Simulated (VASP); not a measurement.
# GaSi16 (a cell with a defect) in VASP: a series of runs

The runs below take GaSi16 (a cell with a defect) through single point, with PBE+D3(BJ).

Program: VASP 6.6.1. These are calculated values, not measurements. Logs are shortened: lines on timing, memory, paths and dates and some standing lists are left out, and cuts for length are marked.

### Step 1. The cell of the first run

The cell holds a defect, 17 atoms: a = 7.679 Å, b = 7.679 Å, c = 7.679 Å, α = 60.00°, β = 60.00°, γ = 60.00°.

### Step 2. Single point, PBE+D3(BJ), collinear spin, zero start

Contents of INCAR:

```
SYSTEM = GaSi16
ALGO = Normal
EDIFF = 1E-6
ENCUT = 520
GGA = PE
ISIF = 2
ISMEAR = 0
ISPIN = 2
IVDW = 12
LASPH = .TRUE.
LCHARG = .TRUE.
LELF = .TRUE.
LORBIT = 11
LREAL = Auto
LVHAR = .TRUE.
LWAVE = .FALSE.
MAGMOM = 0 0 0 0 0 0 0 0 0 0 0 0 0 0 0 0 0
NBANDS = 56
NELM = 150
PREC = Accurate
SIGMA = 0.05
```

Contents of KPOINTS:

```
k-points
0
G
  2 2 2
  0 0 0
```

Contents of POSCAR:

```
GaSi16
1.0
    0.0000000000      5.4300000000      5.4300000000
    5.4300000000      0.0000000000      5.4300000000
    5.4300000000      5.4300000000      0.0000000000
Si Ga
16 1
Direct
    0.0196453959      0.0197989871     -0.0594093002
    0.1131292818      0.1132931860      0.1137790055
   -0.0025386740     -0.0023808471      0.4911364641
    0.1437733886      0.1439284530      0.5682023020
   -0.0239193370      0.5075252302      0.0086885820
    0.1131340700      0.6596298343      0.1137659300
   -0.0025335175      0.5136167587      0.4911222836
    0.1120668508      0.6257040516      0.6363482505
    0.5073689687     -0.0237686004      0.0086940147
    0.6594782689      0.1132887661      0.1137714549
    0.5134628913     -0.0023794659      0.4911256906
    0.6255467772      0.1122211786      0.6363539595
    0.5073765193      0.5075323204      0.0086862799
    0.6077100368      0.6078604972      0.1763925414
    0.4833318600      0.4834861878      0.5495219153
    0.6255522099      0.6257065378      0.6363450276
    0.2848771639      0.2850261510      1.1449023941
```

Potentials or basis: VASP PAW PBE potentials, release 64 (Si, Ga_d).

Run with:

```sh
cat potpaw_PBE.64/Si/POTCAR potpaw_PBE.64/Ga_d/POTCAR > POTCAR
mpirun -np 1 vasp_std > vasp.out
```

OUTCAR:

```text
SYSTEM = GaSi16
   EDIFF = 1E-6
   ENCUT = 520
   GGA = PE
   ISIF = 2
   ISMEAR = 0
   ISPIN = 2
   IVDW = 12
   LASPH = .TRUE.
   LORBIT = 11
   LREAL = Auto
   NELM = 150
   PREC = Accurate
 IVDW          = 12

 ion  position               nearest neighbor table
   1  0.020  0.020  0.941-  10 2.29   2 2.29   6 2.29   4 2.33
   2  0.113  0.113  0.114-   1 2.29   3 2.37  17 2.43   5 2.48   9 2.48
   3  0.997  0.998  0.491-  12 2.34   8 2.34   4 2.34   2 2.37
   4  0.144  0.144  0.568-   1 2.33   7 2.34   3 2.34  11 2.34  17 2.65
   5  0.976  0.508  0.009-  14 2.33   8 2.34   2 2.48   6 2.48  17 2.51
   6  0.113  0.660  0.114-   1 2.29   7 2.37  17 2.43   5 2.48  13 2.48
   7  0.997  0.514  0.491-   8 2.34  16 2.34   4 2.34   6 2.37
   8  0.112  0.626  0.636-   5 2.34   7 2.34   3 2.34  15 2.34
   9  0.507  0.976  0.009-  14 2.33  12 2.34   2 2.48  10 2.48  17 2.51
  10  0.659  0.113  0.114-   1 2.29  11 2.37  17 2.43  13 2.48   9 2.48
  11  0.513  0.998  0.491-  12 2.34  16 2.34   4 2.34  10 2.37
  12  0.626  0.112  0.636-   9 2.34  11 2.34   3 2.34  15 2.34
  13  0.507  0.508  0.009-  14 2.33  16 2.34   6 2.48  10 2.48  17 2.51
  14  0.608  0.608  0.176-  13 2.33   9 2.33   5 2.33  15 2.34
  15  0.483  0.483  0.550-  14 2.34  16 2.34  12 2.34   8 2.34
  16  0.626  0.626  0.636-  13 2.34  11 2.34   7 2.34  15 2.34
  17  0.285  0.285  0.145-  10 2.43   6 2.43   2 2.43  13 2.51   9 2.51   5 2.51   4 2.65

  LATTYP: Found a face centered cubic cell.
 ALAT       =    10.8600000000

  Lattice vectors:

 A1 = (   0.0000000000,   5.4300000000,   5.4300000000)
 A2 = (   5.4300000000,   0.0000000000,   5.4300000000)
 A3 = (   5.4300000000,   5.4300000000,   0.0000000000)

Analysis of symmetry for initial positions (statically):
=====================================================================
 Subroutine PRICEL returns:
 Original cell was already a primitive cell.

 Routine SETGRP: Setting up the symmetry group for a
 face centered cubic supercell.

 Subroutine GETGRP returns: Found  1 space group operations
 (whereof  1 operations were pure point group operations)
 out of a pool of 48 trial point group operations.

The static configuration has the point symmetry C_1 .

Analysis of symmetry for dynamics (positions and initial velocities):
=====================================================================
 Subroutine PRICEL returns:
 Original cell was already a primitive cell.

 Routine SETGRP: Setting up the symmetry group for a
 face centered cubic supercell.

 Subroutine GETGRP returns: Found  1 space group operations
 (whereof  1 operations were pure point group operations)
 out of a pool of 48 trial point group operations.

The dynamic configuration has the point symmetry C_1 .

Analysis of structural, dynamic, and magnetic symmetry:
=====================================================================
 Subroutine PRICEL returns:
 Original cell was already a primitive cell.

 Routine SETGRP: Setting up the symmetry group for a
 face centered cubic supercell.

 Subroutine GETGRP returns: Found  1 space group operations
 (whereof  1 operations were pure point group operations)
 out of a pool of 48 trial point group operations.

The overall configuration has the point symmetry C_1 .

 Subroutine INISYM returns: Found  1 space group operations
 (whereof  1 operations are pure point group operations),
 and found     1 'primitive' translations

----------------------------------------------------------------------------------------

                                     Primitive cell

  volume of cell :     320.2060

  direct lattice vectors                    reciprocal lattice vectors
     0.000000000  5.430000000  5.430000000    -0.092081031  0.092081031  0.092081031
     5.430000000  0.000000000  5.430000000     0.092081031 -0.092081031  0.092081031
     5.430000000  5.430000000  0.000000000     0.092081031  0.092081031 -0.092081031

  length of vectors
     7.679179644  7.679179644  7.679179644     0.159489025  0.159489025  0.159489025

[... 45 lines left out ...]
  ---------------------------------------------------
  free energy    TOTEN  =       -85.30767878 eV

  energy without entropy =      -85.29981087  energy(sigma->0) =      -85.30374483

 E-fermi :   6.9234     XC(G=0):  -9.7489

 val. band max:        6.9085616161   @ k =   0.0000   0.0000   0.5000
 cond. band min:       6.9580565027   @ k =   0.0000   0.0000   0.0000
 fundamental gap:      0.0494948866
 Fermi energy:         6.9234172792

 spin component 1

 k-point     1 :       0.0000    0.0000    0.0000
  band No.  band energies     occupation
      1      -8.6702      1.00000
      2      -8.6702      1.00000
      3      -8.6247      1.00000
      4      -8.5695      1.00000
      5      -8.5695      1.00000
      6      -6.0844      1.00000
[... 413 lines left out ...]
     49      10.3522      0.00000
     50      10.4126      0.00000
 Fermi energy:         6.9234172792

 spin component 2

 k-point     1 :       0.0000    0.0000    0.0000
  band No.  band energies     occupation
      1      -8.6702      1.00000
      2      -8.6702      1.00000
      3      -8.6247      1.00000
      4      -8.5695      1.00000
      5      -8.5695      1.00000
      6      -6.0844      1.00000
[... 413 lines left out ...]
     49      10.3522      0.00000
     50      10.4126      0.00000
 [bands above 50 left out]

------------------------ aborting loop because EDIFF is reached ----------------------------------------

 Edisp (eV)   -5.62295

 E8    (eV) :    -2.3447

  FORCE on cell =-STRESS in cart. coord.  units (eV):
  Direction    XX          YY          ZZ          XY          YZ          ZX
  --------------------------------------------------------------------------------------
  -------------------------------------------------------------------------------------
  Total       5.29547     5.29419     5.29352    -1.65626     1.65726     1.65743
  in kB      26.49630    26.48990    26.48659    -8.28723     8.29222     8.29310
  external pressure =       26.49 kB  Pullay stress =        0.00 kB

 VOLUME and BASIS-vectors are now :
 -----------------------------------------------------------------------------
  energy-cutoff  :      520.00
  volume of cell :      320.21
      direct lattice vectors                 reciprocal lattice vectors
     0.000000000  5.430000000  5.430000000    -0.092081031  0.092081031  0.092081031
     5.430000000  0.000000000  5.430000000     0.092081031 -0.092081031  0.092081031
     5.430000000  5.430000000  0.000000000     0.092081031  0.092081031 -0.092081031

 POSITION                                       TOTAL-FORCE (eV/Angst)
 -----------------------------------------------------------------------------------
      5.21492      5.21408      0.21418        -0.004988     -0.004665      0.005067
      1.23300      1.23211      1.22947        -0.046152     -0.046021      0.026828
      8.08394      8.08309     10.83329        -0.008881     -0.009259     -0.042275
      3.86687      3.86603      1.56222        -0.027535     -0.027900      0.027732
      2.80304      5.34730      8.05598        -0.060486      0.026502      0.061044
      4.19954      1.23207      4.19611        -0.026660     -0.046986      0.046199
[... 9 lines left out ...]
      6.85294      6.85210      6.79434        -0.016796     -0.017010      0.046622
      2.33451      2.33370      3.09457         0.486637      0.486359     -0.486802
 -----------------------------------------------------------------------------------
    total drift:                                0.003518      0.001669     -0.001931

  FREE ENERGIE OF THE ION-ELECTRON SYSTEM (eV)
  ---------------------------------------------------
  free  energy   TOTEN  =       -90.9306245800 eV

  energy  without entropy=      -90.9227566694  energy(sigma->0) =      -90.92669062

 total charge

# of ion       s       p       d       tot
------------------------------------------
    1        0.764   0.969   0.000   1.733
    2        0.764   0.913   0.000   1.677
    3        0.747   0.941   0.000   1.688
    4        0.745   0.949   0.000   1.694
    5        0.753   0.915   0.000   1.668
    6        0.764   0.913   0.000   1.677
[... 9 lines left out ...]
   16        0.742   0.955   0.000   1.697
   17        1.046   0.796  10.043  11.885
--------------------------------------------------
tot         13.069  15.786  10.043  38.898

 magnetization (x)

# of ion       s       p       d       tot
------------------------------------------
    1        0.000  -0.000   0.000  -0.000
    2       -0.000   0.000   0.000  -0.000
    3        0.000   0.000   0.000   0.000
    4        0.000   0.000   0.000   0.000
    5        0.000  -0.000   0.000   0.000
    6        0.000   0.000   0.000   0.000
[... 9 lines left out ...]
   16        0.000   0.000   0.000   0.000
   17        0.000   0.000  -0.000   0.000
--------------------------------------------------
tot          0.000   0.000  -0.000   0.000
```

Run time: 17 min. Hardware: 1 thread of Intel Xeon 8259CL, shared host; peak memory 0.72 GiB.

What came out:

* Free energy: -90.9306 eV
* Pressure: 2.6 GPa
* Largest force: 0.843 eV/Å
* Net moment: 0.00 μB per cell
* Valence electrons inside the program's atomic spheres: Si 1.73, 1.68, 1.69, 1.67, 1.70 (each value once); Ga 11.88
* Dispersion energy per atom: -0.331 eV

Forces in eV/Å, atoms in the order of the input:
```
Si  -0.005 -0.005  0.005
Si  -0.046 -0.046  0.027
Si  -0.009 -0.009 -0.042
Si  -0.028 -0.028  0.028
Si  -0.060  0.027  0.061
Si  -0.027 -0.047  0.046
Si   0.042 -0.009  0.009
Si  -0.017 -0.046  0.017
Si   0.028 -0.061  0.061
Si  -0.047 -0.027  0.047
Si  -0.009  0.042  0.009
Si  -0.047 -0.017  0.017
Si  -0.061 -0.061 -0.028
Si  -0.103 -0.102  0.103
Si  -0.080 -0.080  0.081
Si  -0.017 -0.017  0.047
Ga   0.487  0.486 -0.487
```

Stress tensor (GPa, compression positive):
```
 2.65 -0.83  0.83
-0.83  2.65  0.83
 0.83  0.83  2.65
```

Caveat: the k points lie up to 0.50 Å⁻¹ apart; no moment was typed at the start, so none could form.

### Step 3. Single point, PBE+D3(BJ), collinear spin, zero start

Contents of INCAR:

```
SYSTEM = GaSi16
PREC = Accurate
ENCUT = 520
EDIFF = 1E-7
ISMEAR = 0
SIGMA = 0.05
LREAL = Auto
LASPH = .True.
NELM = 150
ALGO = Normal
ISIF = 2
LWAVE = .False.
LCHARG = .True.
ISPIN = 2
MAGMOM = 0 0 0 0 0 0 0 0 0 0 0 0 0 0 0 0 0
LORBIT = 11
GGA = PE
IVDW = 12
LELF = .True.
LVHAR = .True.
NBANDS = 56
```

Contents of KPOINTS:

```
regular mesh
0
Gamma
  2 2 2
  0 0 0
```

Contents of POSCAR:

```
GaSi16
1.0
    0.0000000000      5.4300000000      5.4300000000
    5.4300000000      0.0000000000      5.4300000000
    5.4300000000      5.4300000000      0.0000000000
Si Ga
16 1
Direct
    0.0115065378      0.0116223757     -0.0350196133
    0.1159518416      0.1161301105      0.1165719153
   -0.0027570902     -0.0026036832      0.4962069982
    0.1328171271      0.1329559853      0.6010062615
   -0.0128014733      0.5042011050      0.0041342541
    0.1159569061      0.6510779006      0.1165701657
   -0.0027538674      0.5088888582      0.4962054328
    0.1203560773      0.6241468692      0.6310870166
    0.5040506446     -0.0126478821      0.0041270718
    0.6509619705      0.1161096685      0.1165582873
    0.5087540516     -0.0026028545      0.4961912523
    0.6239941068      0.1205147330      0.6310767956
    0.5040518416      0.5042059853      0.0041279006
    0.6153027624      0.6154537753      0.1535267035
    0.4915540516      0.4917096685      0.5247698895
    0.6239969613      0.6241538674      0.6310779926
    0.2653164825      0.2654159300      1.2035825967
```

Potentials or basis: VASP PAW PBE potentials, release 64 (Si, Ga_d).

Run with:

```sh
cat potpaw_PBE.64/Si/POTCAR potpaw_PBE.64/Ga_d/POTCAR > POTCAR
mpirun -np 1 vasp_std > vasp.out
```

Wall time 16 min (1 thread of Intel Xeon 8259CL, shared host); peak memory 0.73 GiB.

Results (log left out):

```
Free energy                                           : -91.2014 eV
Pressure                                              : 3.1 GPa
Largest force                                         : 0.208 eV/Å
Net moment                                            : 0.00 μB per cell
Valence electrons inside the program's atomic spheres : Si 1.75, 1.69, 1.68, 1.70, 1.67 (each value once); Ga 11.86
Dispersion energy per atom                            : -0.331 eV
```

Forces in eV/Å, atoms in the order of the input:
```
Si   0.045  0.045 -0.045
Si   0.011  0.012  0.031
Si   0.007  0.007  0.003
Si   0.065  0.065 -0.066
Si  -0.033  0.013  0.033
Si  -0.031  0.011 -0.011
Si  -0.003  0.007 -0.007
Si  -0.029  0.001  0.029
Si   0.013 -0.032  0.033
Si   0.012 -0.032 -0.012
Si   0.007 -0.003 -0.007
Si   0.001 -0.029  0.029
Si  -0.033 -0.032 -0.012
Si  -0.060 -0.060  0.060
Si  -0.063 -0.063  0.064
Si  -0.030 -0.030 -0.002
Ga   0.120  0.120 -0.121
```

Stress tensor (GPa, compression positive):
```
 3.08 -0.17  0.17
-0.17  3.08  0.17
 0.17  0.17  3.08
```

Levels at points of the mesh, in eV from the Fermi level:
Spin up:
```csv
k point,band 35,band 36,band 37,band 38,band 39,band 40,band 41,band 42
"(0.00, 0.00, 0.00)",-1.70,-0.78,-0.70,-0.70,-0.32,-0.15,-0.15,0.00
"(0.50, 0.00, 0.00)",-1.49,-1.48,-1.46,-0.97,0.16,0.47,0.71,0.78
"(0.00, 0.50, 0.00)",-1.49,-1.48,-1.46,-0.97,0.16,0.47,0.71,0.78
"(0.00, 0.00, 0.50)",-1.46,-1.44,-1.44,-1.16,0.07,0.47,0.47,0.98
"(0.50, 0.50, 0.50)",-1.49,-1.48,-1.46,-0.97,0.16,0.47,0.71,0.78
"(0.50, 0.50, 0.00)",-2.10,-1.99,-1.91,-0.63,0.23,1.01,1.22,1.34
"(0.00, 0.50, 0.50)",-2.10,-1.99,-1.91,-0.63,0.23,1.01,1.22,1.34
"(0.50, 0.00, 0.50)",-2.10,-1.99,-1.91,-0.63,0.23,1.01,1.22,1.34
```
Spin down:
```
           k point  band 36  band 37  band 38  band 39  band 40  band 41
(0.00, 0.00, 0.00)    -0.78    -0.70    -0.70    -0.32    -0.15    -0.15
(0.50, 0.00, 0.00)    -1.48    -1.46    -0.97     0.16     0.47     0.71
(0.00, 0.50, 0.00)    -1.48    -1.46    -0.97     0.16     0.47     0.71
(0.00, 0.00, 0.50)    -1.44    -1.44    -1.16     0.07     0.47     0.47
(0.50, 0.50, 0.50)    -1.48    -1.46    -0.97     0.16     0.47     0.71
(0.50, 0.50, 0.00)    -1.99    -1.91    -0.63     0.23     1.01     1.22
(0.00, 0.50, 0.50)    -1.99    -1.91    -0.63     0.23     1.01     1.22
(0.50, 0.00, 0.50)    -1.99    -1.91    -0.63     0.23     1.01     1.22
```

Caveat: the k points lie up to 0.50 Å⁻¹ apart; no moment was typed at the start, so none could form.

### Step 4. Single point, PBE+D3(BJ), collinear spin, zero start

Contents of INCAR:

```
PREC = Accurate
ENCUT = 520
EDIFF = 1E-6
ISMEAR = 0
SIGMA = 0.05
LREAL = Auto
LASPH = True
NELM = 150
ALGO = Normal
ISIF = 2
LWAVE = False
LCHARG = False
ISPIN = 2
MAGMOM = 0 0 0 0 0 0 0 0 0 0 0 0 0 0 0 0 0
LORBIT = 11
GGA = PE
IVDW = 12
NBANDS = 56
```

Contents of KPOINTS:

```
Automatic mesh
0
Gamma
  2 2 2
```

Contents of POSCAR:

```
GaSi16
1.0
    0.0000000000      5.4300000000      5.4300000000
    5.4300000000      0.0000000000      5.4300000000
    5.4300000000      5.4300000000      0.0000000000
Si Ga
16 1
Direct
    0.0152834254      0.0154038674     -0.0459587477
    0.1189766114      0.1191104972      0.1162674033
   -0.0000706262      0.0001140884      0.4889413444
    0.1393810313      0.1395616943      0.5815368324
   -0.0334222836      0.5113014733      0.0109394107
    0.1189796501      0.6457720994      0.1162102210
   -0.0000339779      0.5110652855      0.4888744936
    0.1115291897      0.6280231123      0.6324406077
    0.5111714549     -0.0332567219      0.0108526703
    0.6456431860      0.1191437385      0.1161426335
    0.5108906077      0.0001826888      0.4887998158
    0.6278320442      0.1117775322      0.6323497238
    0.5111439227      0.5113229282      0.0107989871
    0.6063786372      0.6065600368      0.1804977901
    0.4829230203      0.4831604052      0.5507823204
    0.6278647330      0.6280886740      0.6322853591
    0.3460011050      0.3461497238      0.9617298343
```

Run with:

```sh
cat potpaw_PBE.64/Si/POTCAR potpaw_PBE.64/Ga_d/POTCAR > POTCAR
mpirun -np 1 vasp_std > vasp.out
```

It took 14 min on 1 thread of Intel Xeon 8259CL, shared host; peak memory 0.73 GiB.

The run converged. Its results:

```yaml
Free_energy: -91.0294 eV
Pressure: 2.8 GPa
Largest_force: 0.625 eV/Å
Net_moment: 0.00 μB per cell
Valence_electrons_inside_the_program's_atomic_spheres: Si 1.70, 1.67, 1.68, 1.69, 1.74 (each value once); Ga 11.88
Dispersion_energy_per_atom: -0.331 eV
```

Forces in eV/Å, atoms in the order of the input:
```
Si   0.094  0.094 -0.095
Si   0.066  0.065 -0.003
Si   0.023  0.023 -0.028
Si   0.070  0.070 -0.070
Si   0.022 -0.005 -0.023
Si   0.003  0.066 -0.066
Si   0.029  0.023 -0.023
Si  -0.001 -0.011  0.002
Si  -0.003  0.021 -0.021
Si   0.067  0.003 -0.066
Si   0.023  0.029 -0.023
Si  -0.011 -0.001  0.002
Si   0.021  0.022  0.004
Si  -0.017 -0.017  0.018
Si  -0.022 -0.022  0.022
Si  -0.002 -0.001  0.010
Ga  -0.361 -0.361  0.361
```

Stress tensor (GPa, compression positive):
```
 2.77 -0.68  0.68
-0.68  2.77  0.68
 0.68  0.68  2.77
```

Levels at points of the mesh, in eV from the Fermi level:
Spin up:
| k point | band 36 | band 37 | band 38 | band 39 | band 40 | band 41 |
| --- | --- | --- | --- | --- | --- | --- |
| (0.00, 0.00, 0.00) | -0.82 | -0.71 | -0.71 | -0.53 | -0.18 | -0.18 |
| (0.50, 0.00, 0.00) | -1.51 | -1.51 | -0.81 | 0.18 | 0.26 | 0.69 |
| (0.00, 0.50, 0.00) | -1.51 | -1.51 | -0.81 | 0.18 | 0.26 | 0.69 |
| (0.00, 0.00, 0.50) | -1.41 | -1.41 | -1.18 | -0.01 | 0.37 | 0.37 |
| (0.50, 0.50, 0.50) | -1.51 | -1.51 | -0.81 | 0.18 | 0.26 | 0.69 |
| (0.50, 0.50, 0.00) | -1.99 | -1.92 | -0.57 | 0.14 | 0.83 | 1.24 |
| (0.00, 0.50, 0.50) | -1.99 | -1.92 | -0.57 | 0.14 | 0.83 | 1.24 |
| (0.50, 0.00, 0.50) | -1.99 | -1.92 | -0.57 | 0.14 | 0.83 | 1.24 |
Spin down:
| k point | band 36 | band 37 | band 38 | band 39 | band 40 | band 41 |
| --- | --- | --- | --- | --- | --- | --- |
| (0.00, 0.00, 0.00) | -0.82 | -0.71 | -0.71 | -0.53 | -0.18 | -0.18 |
| (0.50, 0.00, 0.00) | -1.51 | -1.51 | -0.81 | 0.18 | 0.26 | 0.69 |
| (0.00, 0.50, 0.00) | -1.51 | -1.51 | -0.81 | 0.18 | 0.26 | 0.69 |
| (0.00, 0.00, 0.50) | -1.41 | -1.41 | -1.18 | -0.01 | 0.37 | 0.37 |
| (0.50, 0.50, 0.50) | -1.51 | -1.51 | -0.81 | 0.18 | 0.26 | 0.69 |
| (0.50, 0.50, 0.00) | -1.99 | -1.92 | -0.57 | 0.14 | 0.83 | 1.24 |
| (0.00, 0.50, 0.50) | -1.99 | -1.92 | -0.57 | 0.14 | 0.83 | 1.24 |
| (0.50, 0.00, 0.50) | -1.99 | -1.92 | -0.57 | 0.14 | 0.83 | 1.24 |

Caveat: the k points lie up to 0.50 Å⁻¹ apart; no moment was typed at the start, so none could form.

### Step 5. The runs side by side

```csv
cell,gap on the mesh (eV),pressure (GPa),moment (μB),largest force (eV/Å)
"as given, atomic positions A",none,2.6,0.00,0.84
"as given, atomic positions B",none,3.1,0.00,0.21
"as given, atomic positions C",none,2.8,0.00,0.63
```

Alike in all rows: task single point; level PBE+D3(BJ); potentials or basis VASP PAW PBE potentials, release 64 (Si, Ga_d); spin collinear, zero start; k mesh 2 × 2 × 2; cutoff (eV) 520; smearing gaussian 0.05 eV.

Caveats: all runs use coarse meshes; no moment was typed at the start, so none could form.

Absolute energies hang on the potentials; compare differences alone.

The gap in the log of VASP goes by the Fermi energy; the results here count the filled bands.